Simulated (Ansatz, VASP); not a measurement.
## Two plane-wave programs on AlRu

Contents of INCAR:

```
SYSTEM = AlRu
  ALGO = Normal
  EDIFF = 1E-6
  ENCUT = 500
  GGA = PE
  GGA_COMPAT = .False.
  ISIF = 2
  ISMEAR = -1
  LASPH = .True.
  LCHARG = .True.
  LELF = .True.
  LREAL = .False.
  LVHAR = .True.
  LWAVE = .False.
  NBANDS = 16
  NELM = 120
  PREC = Accurate
  SIGMA = 0.05
```

File KPOINTS:

```
k-points
0
Gamma
  8 8 8
  0 0 0
```

The input POSCAR:

```
AlRu
1.0
    2.9916000000      0.0149580000      0.0000000000
    0.0149580000      2.9916000000      0.0000000000
    0.0000000000      0.0000000000      2.9916000000
Ru Al
1 1
Direct
    0.5000000000      0.5000000000      0.5000000000
    0.0000000000      0.0000000000      0.0000000000
```

input.yaml

```yaml
crystal:
  lattice:
    - [2.9916, 0.014958, 0.0]
    - [0.014958, 2.9916, 0.0]
    - [0.0, 0.0, 2.9916]
  atoms:
    - { symbol: Ru, position: [0.5, 0.5, 0.5] }
    - { symbol: Al, position: [0.0, 0.0, 0.0] }
hamiltonian:
  xc: pbe
  pseudopotentials: { kind: paw }
kpoints:
  mp_grid: { grid: [8, 8, 8] }
scf:
  occupations: { method: fermi_dirac, width: 0.05 }
output:
  forces: true
  stress: true
  eigenvalues: true
```

Alike in both runs: task single point; functional PBE; k mesh 8 × 8 × 8; occupations fermi-dirac, width 0.05 eV; no spin polarisation.

|  | VASP | Ansatz |
| --- | --- | --- |
| version | VASP 6.6.1 | Ansatz 0.2.0 |
| potentials or method | VASP PAW PBE potentials, release 64 (Ru_pv, Al) | Ansatz PAW |
| plane-wave cutoff (eV) | 500 | 420 |
| valence electrons in the cell | 17 | 19 |

```csv
,VASP,Ansatz,Ansatz less VASP
gap on the k mesh at the Fermi level (eV),none,none,-
pressure (GPa),3.0,3.0,+0.01
"traceless stress, the component that is largest in VASP (GPa)",-1.30,-1.30,+0.001
```

A gap of «none» marks a metal or a gap that the smearing closes. The functional is the same, so the differences come from potentials, cutoffs and numerics. VASP's potentials hold 17 valence electrons a cell and Ansatz's 19, so a difference there can come from the potentials and not from the codes.
